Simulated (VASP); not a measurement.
# Na7Fe4O12 (a cell with a defect) in VASP: single point with LDA

Aim: the single point of Na7Fe4O12 (a cell with a defect) with LDA.

All numbers are computed with VASP 6.6.1; they aren't measurements. Logs are shortened: lines on timing, memory, paths and dates and some standing lists are left out, and cuts for length are marked.

## Step 1: The cell of the first run

The cell holds a defect, 23 atoms: a = 7.186 Å, b = 7.186 Å, c = 5.349 Å, α = 83.28°, β = 83.28°, γ = 80.50°.

## Step 2: Single point, LDA, collinear spin, ferromagnetic start

INCAR reads:

```
SYSTEM = Na7Fe4O12
  PREC = Accurate
  ENCUT = 520
  EDIFF = 1E-6
  ISMEAR = -1
  SIGMA = 0.05
  LREAL = Auto
  LASPH = .True.
  NELM = 150
  ALGO = Normal
  ISIF = 2
  LWAVE = .False.
  LCHARG = .True.
  ISPIN = 2
  MAGMOM = 0 0 0 0 0 0 0 2.5 2.5 2.5 2.5 0 0 0 0 0 0 0 0 0 0 0 0
  LORBIT = 11
  LMAXMIX = 4
  GGA = CA
  LELF = .True.
  LVHAR = .True.
  NELECT = 154.0
  NBANDS = 98
```

KPOINTS reads:

```
Automatic mesh
0
Gamma
  2 2 2
  0 0 0
```

POSCAR reads:

```
Na7Fe4O12
1.0
    0.8406060000      4.6435180000      5.4198820000
    0.8406060000     -4.6435180000      5.4198820000
    5.3487960000      0.0000000000      0.0000000000
Na Fe O
7 4 12
Direct
    0.2208006379      0.2234710270      0.8202673224
    0.6368595827      0.3132902545      0.5708945239
    0.3076826966      0.6522275007      0.5600687947
    0.4985898119      0.5002695728      0.0521524485
    0.7121331651      0.7371788309      0.3344864228
    0.1290234160      0.8449461280      0.1325298922
    0.8395753739      0.1377152756      0.1145647761
    0.3966389087      0.1011948079      0.3131392543
    0.0600590345      0.4177188950      0.3242368948
    0.9041111429      0.5830614560      0.8138978922
    0.5616133433      0.9000420950      0.7662516328
    0.1546202773      0.1557185825      0.2325434158
    0.3136310800      0.3735425522      0.3888646570
    0.1104533577      0.5379740435      0.9591930663
    0.4974670903      0.1800568853      0.9835613998
    0.3293628423      0.9639678982      0.6319774431
    0.9351214370      0.3641319416      0.6612777557
    0.6209317719      0.6466234996      0.7325359639
    0.8097440684      0.8433177511      0.8917570078
    0.6200394946      0.0547353437      0.4676716447
    0.0104677398      0.6509304235      0.4644455940
    0.7997267767      0.4794523641      0.1538690837
    0.4518349301      0.8470309862      0.1338928457
```

Potentials or basis: VASP PAW LDA potentials, release 64 (Na_pv, Fe, O).

Started as:

```bash
> cat potpaw_LDA.64/Na_pv/POTCAR potpaw_LDA.64/Fe/POTCAR potpaw_LDA.64/O/POTCAR > POTCAR
> mpirun -np 1 vasp_std > vasp.out
```

OUTCAR:

```text
SYSTEM = Na7Fe4O12
   PREC = Accurate
   ENCUT = 520
   EDIFF = 1E-6
   ISMEAR = -1
   LREAL = Auto
   LASPH = .True.
   NELM = 150
   ISIF = 2
   ISPIN = 2
   LORBIT = 11
   GGA = CA
   NELECT = 154.0

 ion  position               nearest neighbor table
   1  0.221  0.223  0.820-  16 2.21  12 2.21  15 2.23  17 2.34
   2  0.637  0.313  0.571-  20 2.03  17 2.35
   3  0.308  0.652  0.560-  21 2.26  13 2.29  16 2.35
   4  0.499  0.500  0.052-  18 2.08  22 2.27  13 2.30  15 2.37
   5  0.712  0.737  0.334-  22 2.16  18 2.21  23 2.25  21 2.30  11 2.74
   6  0.129  0.845  0.133-  21 2.30  23 2.32   7 2.71
   7  0.840  0.138  0.115-   6 2.71
   8  0.397  0.101  0.313-  12 1.81  20 1.86  15 1.89  16 1.92  13 2.02  23 2.12  11 2.94   9 3.03

   9  0.060  0.418  0.324-  13 1.86  21 1.88  17 1.94  12 1.99  14 2.06  22 2.13  10 3.02   8 3.03
                            10 3.10
  10  0.904  0.583  0.814-  14 1.72  17 1.83  19 1.96  21 1.97  22 1.99  18 2.10   9 3.02  11 3.08
                             9 3.10
  11  0.562  0.900  0.766-  18 1.83  16 1.86  20 1.88  19 1.94  23 2.05  15 2.39   5 2.74   8 2.94
                            10 3.08
  12  0.155  0.156  0.233-   8 1.81   9 1.99   1 2.21
  13  0.314  0.374  0.389-   9 1.86   8 2.02   3 2.29   4 2.30
  14  0.110  0.538  0.959-  10 1.72   9 2.06
  15  0.497  0.180  0.984-   8 1.89   1 2.23   4 2.37  11 2.39
  16  0.329  0.964  0.632-  11 1.86   8 1.92   1 2.21   3 2.35
  17  0.935  0.364  0.661-  10 1.83   9 1.94   1 2.34   2 2.35
  18  0.621  0.647  0.733-  11 1.83   4 2.08  10 2.10   5 2.21
  19  0.810  0.843  0.892-  11 1.94  10 1.96
  20  0.620  0.055  0.468-   8 1.86  11 1.88   2 2.03
  21  0.010  0.651  0.464-   9 1.88  10 1.97   3 2.26   5 2.30   6 2.30
  22  0.800  0.479  0.154-  10 1.99   9 2.13   5 2.16   4 2.27
  23  0.452  0.847  0.134-  11 2.05   8 2.12   5 2.25   6 2.32

  LATTYP: Found a base centered monoclinic cell.
 ALAT       =    10.9693644923
 B/A-ratio  =     0.8466339145
 C/A-ratio  =     0.4876122043
 COS(beta)  =    -0.1532643027

  Lattice vectors:

 A1 = (  -0.8406060000,  -4.6435180000,  -5.4198820000)
 A2 = (  -0.8406060000,   4.6435180000,  -5.4198820000)
 A3 = (   5.3487960000,   0.0000000000,   0.0000000000)

Analysis of symmetry for initial positions (statically):
=====================================================================
 Subroutine PRICEL returns:
 Original cell was already a primitive cell.

 Routine SETGRP: Setting up the symmetry group for a
 base centered monoclinic supercell.

 Subroutine GETGRP returns: Found  1 space group operations
 (whereof  1 operations were pure point group operations)
 out of a pool of  4 trial point group operations.

The static configuration has the point symmetry C_1 .

Analysis of symmetry for dynamics (positions and initial velocities):
=====================================================================
 Subroutine PRICEL returns:
 Original cell was already a primitive cell.

 Routine SETGRP: Setting up the symmetry group for a
 base centered monoclinic supercell.

 Subroutine GETGRP returns: Found  1 space group operations
 (whereof  1 operations were pure point group operations)
 out of a pool of  4 trial point group operations.

The dynamic configuration has the point symmetry C_1 .

Analysis of structural, dynamic, and magnetic symmetry:
=====================================================================
 Subroutine PRICEL returns:
 Original cell was already a primitive cell.

 Routine SETGRP: Setting up the symmetry group for a
 base centered monoclinic supercell.

 Subroutine GETGRP returns: Found  1 space group operations
 (whereof  1 operations were pure point group operations)
 out of a pool of  4 trial point group operations.

The overall configuration has the point symmetry C_1 .

 Subroutine INISYM returns: Found  1 space group operations
 (whereof  1 operations are pure point group operations),
 and found     1 'primitive' translations

----------------------------------------------------------------------------------------

[... 100 lines left out ...]
   number of dos      NEDOS =    301   number of ions     NIONS =     23
   total plane-waves  NPLWV = 116640
   dimension x,y,z NGX =    54 NGY =   54 NGZ =   40
   dimension x,y,z NGXF=   108 NGYF=  108 NGZF=   80
   ions per type =               7   4  12
   NGX,Y,Z   is equivalent  to a cutoff of  12.49, 12.49, 12.43 a.u.
   NGXF,Y,Z  is equivalent  to a cutoff of  24.98, 24.98, 24.86 a.u.
 SYSTEM =  Na7Fe4O12
   PREC   = accura    normal or accurate (medium, high low for compatibility)
   ISTART =      0    job   : 0-new  1-cont  2-samecut
   ICHARG =      2    charge: 1-file 2-atom 10-const
   ISPIN  =      2    spin polarized calculation?
   LNONCOLLINEAR =      F non collinear calculations
   LSORBIT =      F    spin-orbit coupling
   LASPH  =      T    aspherical Exc in radial PAW
   ENCUT  =  520.0 eV  38.22 Ry    6.18 a.u.  13.36 13.36  9.95*2*pi/ulx,y,z
   NELM   =    150;   NELMIN=  2; NELMDL= -5     # of ELM steps
   EDIFF  = 0.1E-05   stopping-criterion for ELM
   LREAL  =      T    real-space projection
   EDIFFG = 0.1E-04   stopping-criterion for IOM
   NSW    =      0    number of steps for IOM
   IBRION =     -1    ionic relax: 0-MD 1-quasi-New 2-CG
   NFREE  =      0    steps in history (QN), initial steepest desc. (CG)
   ISIF   =      2    stress and relaxation
   ISYM   =      2    0-nonsym 1-usesym 2-fastsym
   POTIM  = 0.5000    time-step for ionic-motion
   TEBEG  =    0.0;   TEEND  =   0.0 temperature during run
   PSTRESS=    0.0 pullay stress
   NELECT =     154.0000    total number of electrons
   NUPDOWN=      -1.0000    fix difference up-down
   EMIN   =  10.00;   EMAX   =-10.00  energy-range for DOS
   EFERMI =   0.00;   METHOD = LEGACY
   ISMEAR =    -1;   SIGMA  =   0.05  broadening in eV -4-tet -1-fermi 0-gaus
   EFERMI_NEDOS =   21; number of points for ismear=-14 and -15
   IALGO  =     38    algorithm
   IMIX   =      4    mixing-type and parameters
     AMIX     =   0.40;   BMIX     =  1.00
     AMIX_MAG =   1.60;   BMIX_MAG =  1.00
  volume/ion in A,a.u.               =      11.71        78.99
  Fermi-wavevector in a.u.,A,eV,Ry     =   1.358962  2.568066 25.126947  1.846779
  Thomas-Fermi vector in A             =   2.485751
   LORBIT       =     11    0 simple, 1 ext, 2 COOP (PROOUT), +10 PAW based schemes
   GGA     = CA    functional components
   LHFCALC =     F    Hartree Fock is set to
   AEXX    =    0.0000 exact exchange contribution
   IVDW    =     0    specifies the selected vdW correction
   LEPSILON=     F    determine dielectric tensor
   LRPA    =     F    only Hartree local field effects (RPA)
 spin polarized calculation
  energy-cutoff  :      520.00
  volume of cell :      269.23
 maximum number of plane-waves:      7274
 NGX is ok and might be reduce to    54
   NGX = 27   NGY = 27   NGZ = 19

 number of electron     154.0000038 magnetization      11.0743064

 number of electron     154.0000036 magnetization       8.0933404

 Free energy of the ion-electron system (eV)
  ---------------------------------------------------
  ext. energy  EPLUGINS =         0.00000000
  ---------------------------------------------------
  free energy    TOTEN  =      -144.33549183 eV

  energy without entropy =     -144.24694581  energy(sigma->0) =     -144.29121882

 E-fermi :   2.2841     XC(G=0): -10.7020

 val. band max:        2.2809521268   @ k =   0.0000   0.5000   0.5000
 cond. band min:       2.3200809806   @ k =   0.5000   0.0000   0.5000
 fundamental gap:      0.0391288537
 Fermi energy:         2.2841008376

 spin component 1

 k-point     1 :       0.0000    0.0000    0.0000
  band No.  band energies     occupation
      1     -21.3316      1.00000
      2     -21.2307      1.00000
      3     -21.1668      1.00000
      4     -21.1651      1.00000
      5     -21.1133      1.00000
      6     -21.0730      1.00000
[... 725 lines left out ...]
     88       3.7903      0.00000
     89       4.2342      0.00000
 Fermi energy:         2.2841008376

 spin component 2

 k-point     1 :       0.0000    0.0000    0.0000
  band No.  band energies     occupation
      1     -21.3283      1.00000
      2     -21.2266      1.00000
      3     -21.1639      1.00000
      4     -21.1617      1.00000
      5     -21.1102      1.00000
      6     -21.0683      1.00000
[... 725 lines left out ...]
     88       4.6324      0.00000
     89       5.0731      0.00000
 [bands above 89 left out]

------------------------ aborting loop because EDIFF is reached ----------------------------------------

  FORCE on cell =-STRESS in cart. coord.  units (eV):
  Direction    XX          YY          ZZ          XY          YZ          ZX
  --------------------------------------------------------------------------------------
  -------------------------------------------------------------------------------------
  Total      -16.6598492    -13.2161720     -4.8923161     -0.0292213      1.7353065      1.9607255
  in kB      -99.1422230    -78.6490116    -29.1140150     -0.1738948     10.3267531     11.6682142
  external PRESSURE =     -68.9684165 kB  Pullay stress =       0.0000000 kB

 VOLUME and BASIS-vectors are now :
 -----------------------------------------------------------------------------
  energy-cutoff  :      520.00
  volume of cell :      269.23
      direct lattice vectors                 reciprocal lattice vectors
     0.840606000  4.643518000  5.419882000     0.000000000  0.107676981  0.092252931
     0.840606000 -4.643518000  5.419882000     0.000000000 -0.107676981  0.092252931
     5.348796000  0.000000000  0.000000000     0.186957962  0.000000000 -0.028996569

 POSITION                                       TOTAL-FORCE (eV/Angst)
 -----------------------------------------------------------------------------------
      4.76090     -0.01240      2.40790        -0.251922     -0.390822      0.279447
      3.85230      1.50250      5.14970         0.707506     -0.437680      0.985883
      3.80260     -1.59990      5.20260         0.326622     -0.322062      0.196400
      1.11860     -0.00780      5.41370         0.506126     -0.043737     -0.534689
      3.00740     -0.11630      7.85510        -0.570864     -0.113710      0.586330
      1.52760     -3.32440      5.27880        -0.306990      0.331975     -0.026349
[... 15 lines left out ...]
      1.89830      1.48720      6.93300        -0.016751      1.830082      0.304396
      1.80800     -1.83510      7.03970        -0.076176     -0.705167     -0.083930
 -----------------------------------------------------------------------------------
    total drift:                                0.015072      0.012681     -0.002809

  FREE ENERGIE OF THE ION-ELECTRON SYSTEM (eV)
  ---------------------------------------------------
  free  energy   TOTEN  =      -144.3354918253 eV

  energy  without entropy=     -144.2469458061  energy(sigma->0) =     -144.29121882

 total charge

# of ion       s       p       d       tot
------------------------------------------
    1        0.076   6.019   0.000   6.095
    2        0.073   6.007   0.000   6.080
    3        0.067   6.000   0.000   6.067
    4        0.080   6.015   0.000   6.095
    5        0.083   6.027   0.000   6.110
    6        0.064   5.992   0.000   6.056
[... 15 lines left out ...]
   22        1.552   3.365   0.000   4.917
   23        1.553   3.335   0.000   4.888
--------------------------------------------------
tot         20.923  85.380  24.662 130.964

 magnetization (x)

# of ion       s       p       d       tot
------------------------------------------
    1        0.008   0.004   0.000   0.011
    2        0.002   0.001   0.000   0.003
    3        0.005   0.001   0.000   0.006
    4        0.003   0.002   0.000   0.005
    5        0.005   0.002   0.000   0.007
    6        0.003   0.001   0.000   0.004
[... 15 lines left out ...]
   22        0.001   0.011   0.000   0.013
   23        0.001  -0.001   0.000   0.000
--------------------------------------------------
tot          0.091   0.941   6.605   7.637
```

Wall time 31 min (1 thread of Oxide Virtual Turin-like, shared host); peak memory 0.42 GiB.

What came out:

```yaml
Free_energy: -144.3355 eV
Largest_force: 3.073 eV/Å
Net_moment: 8.09 μB per cell
Site_moments: Na +0.01, +0.00 (each value once); Fe +1.68, +1.58, +1.66, +1.79; O +0.10, +0.06, +0.13, +0.05, +0.11, +0.07, +0.08, +0.01, +0.00 (each value once) μB
Valence_electrons_inside_the_program's_atomic_spheres: Na 6.09, 6.08, 6.07, 6.11, 6.06, 6.04 (each value once); Fe 7.33, 7.18, 7.40, 7.24; O 4.96, 4.94, 4.95, 4.91, 4.90, 4.99, 4.92, 4.89 (each value once)
```

Forces in eV/Å, atoms in the order of the input:
```
Na  -0.252 -0.391  0.279
Na   0.708 -0.438  0.986
Na   0.327 -0.322  0.196
Na   0.506 -0.044 -0.535
Na  -0.571 -0.114  0.586
Na  -0.307  0.332 -0.026
Na  -0.337 -0.662 -0.190
Fe  -1.852  0.231 -0.662
Fe  -0.395 -0.814 -0.225
Fe  -0.438 -2.475 -1.058
Fe   2.925 -0.499  0.800
O   -0.030 -1.334 -0.829
O    0.434  0.690 -0.379
O    1.316  1.168  1.058
O    0.263  0.564  0.370
O   -0.014  0.556  0.164
O   -0.561  0.698 -0.215
O   -1.174 -0.120  0.383
O   -0.384  0.360 -0.092
O   -0.344  1.408 -0.711
O    0.274  0.080 -0.121
O   -0.017  1.830  0.304
O   -0.076 -0.705 -0.084
```

Caveat: the k points lie up to 0.59 Å⁻¹ apart; the cell carries a net charge on a neutralising background, which shifts energy and pressure; the cell is charged against a uniform background, so pressure and absolute levels hang on convention; the atoms stand as in a frame of molecular dynamics; semilocal functionals often make such compounds metallic where correlation or magnetic order opens a gap, which also shifts bond lengths; only a ferromagnetic start was run, and an antiferromagnetic order may lie lower in energy.
